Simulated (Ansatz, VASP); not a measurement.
**One calculation of GeCl2, two programs**

```
Ge Cl
1.0
     4.97440    0.00000    0.00000
    -2.48720    4.30796    0.00000
     0.00000    0.00000    4.77129
Ge Cl
1 2
Cartesian
  0.0000 0.0000 3.6711
  0.0000 2.8720 3.6220
  2.4872 1.4360 3.6220
```

Alike in both runs: functional PBE; k mesh 6 × 6 × 6; occupations gaussian, width 0.1 eV; no spin polarisation.

Ansatz relaxed the structure, and its values are those at the end. VASP's run is a single point on that final structure, the one shown.

```csv
,VASP,Ansatz
version,VASP 6.6.1,Ansatz 0.2.0
potentials or method,"VASP PAW PBE potentials, release 64 (Ge_d, Cl), cutoff 520 eV","scalar-relativistic, plane waves, PAW"
valence electrons in the cell,28,28
```

Ansatz gave:

* pressure (GPa): 0.1

**Question.** Estimate VASP's values.

**Answer.** Pressure (GPa): 0.0.

The functional is the same, so the differences come from potentials, cutoffs and numerics.
